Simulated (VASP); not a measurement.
A run of VASP 6.6.1 is set up as follows.

The input INCAR:

```
PREC = Accurate ; ENCUT = 520
EDIFF = 1E-6 ; ISMEAR = 0
SIGMA = 0.02 ; LREAL = Auto
LASPH = T ; NELM = 80
ALGO = Normal ; ISIF = 2
LWAVE = F ; LCHARG = F
GGA = CA ; NBANDS = 48
```

Contents of KPOINTS:

```
regular mesh
0
Gamma
  2 2 2
```

File POSCAR:

```
Si
1.0
    0.0000000000      5.4300000000      5.4300000000
    5.4300000000      0.0000000000      5.4300000000
    5.4300000000      5.4300000000      0.0000000000
Si
17
Direct
   -0.0009600368     -0.0013896869      0.0011946593
    0.1224992634      0.1224152855      0.1232646409
   -0.0035081952     -0.0035212707      0.5036139042
    0.1225441068      0.1224660221      0.6318518416
   -0.0034109576      0.5024076427     -0.0029089319
    0.1229000921      0.6292809392      0.1240041436
   -0.0034288214      0.5024113260      0.5041094843
    0.1261169429      0.6242316759      0.6249180479
    0.5025211786     -0.0034523020     -0.0029237569
    0.6297143646      0.1227068140      0.1238797422
    0.5025194291     -0.0034634438      0.5040476059
    0.6242523020      0.1261406998      0.6248939227
    0.5028023020      0.5026280847     -0.0026383978
    0.6243709024      0.6243125230      0.1262289134
    0.4999584715      0.4999733886      0.5000940147
    0.6243515654      0.6243005525      0.6252408840
    0.2490204420      0.2485843462      1.2512117864
```

Potentials or basis: VASP PAW LDA potentials, release 64 (Si).

The run is started by

```sh
$ cat potpaw_LDA.64/Si/POTCAR > POTCAR
$ mpirun -np 1 vasp_std > vasp.out
```

Task: Estimate the largest force.

Result: 0.029 eV/Å.

Task: What does it give for the band gap on the k mesh?

Result: Zero (band 34 reaches 6.81 eV, above the bottom of band 35 at 6.57 eV).

Task: Predict the pressure.

Result: 1.8 GPa.

Forces in eV/Å, atoms in the order of the input:
```
Si   0.001 -0.001  0.000
Si   0.001  0.001 -0.008
Si  -0.002 -0.001  0.011
Si   0.001  0.002 -0.009
Si   0.007  0.020  0.003
Si   0.011 -0.010  0.006
Si  -0.019 -0.009  0.004
Si  -0.009  0.008  0.012
Si   0.018  0.009  0.003
Si  -0.008  0.008  0.003
Si  -0.010 -0.017  0.005
Si   0.008 -0.009  0.011
Si   0.000  0.001 -0.029
Si   0.015  0.014 -0.007
Si   0.000  0.000 -0.003
Si  -0.015 -0.016 -0.006
Si   0.000 -0.001  0.003
```

Caveat: the k points lie up to 0.50 Å⁻¹ apart.
